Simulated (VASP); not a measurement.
CoSi: density of states with PBE

The system is CoSi.

```
Co Si
1.0
     2.78133    0.00000    0.00000
     0.00000    2.78133    0.00000
     0.00000    0.00000    2.78133
Co Si
1 1
Direct
  0.00000 0.00000 0.00000
  0.50000 0.50000 0.50000
```

```
Program                 : VASP 6.6.1
Task                    : density of states
Functional              : PBE
Potentials or basis     : VASP PAW PBE potentials, release 64 (Co, Si)
Cutoff                  : 520 eV
k mesh                  : 14 × 14 × 14
Occupations             : fermi-dirac, width 0.03 eV
Spin                    : no spin polarisation
Dipole correction       : no
k mesh for the DOS      : 21 × 21 × 21
Occupations for the DOS : tetrahedron
Further INCAR settings  : ALGO = Normal; EDIFF = 1e-06
```

* Valence electrons inside the program's atomic spheres: Co 8.62; Si 1.57

Levels at points of the mesh, in eV from the Fermi level:
```csv
k point,band 3,band 4,band 5,band 6,band 7,band 8,band 9,band 10
"(0.00, 0.00, 0.00)",-3.66,-1.19,-1.19,-1.19,3.10,3.10,3.10,7.68
```

Run time: 29 s on 1 thread of Intel(R) Xeon(R) Platinum 8559C (Emerald Rapids), on a shared host, peak memory 0.19 GiB.

 Spin polarisation is off, so any magnetic state and its effect on volume and gap are missing.
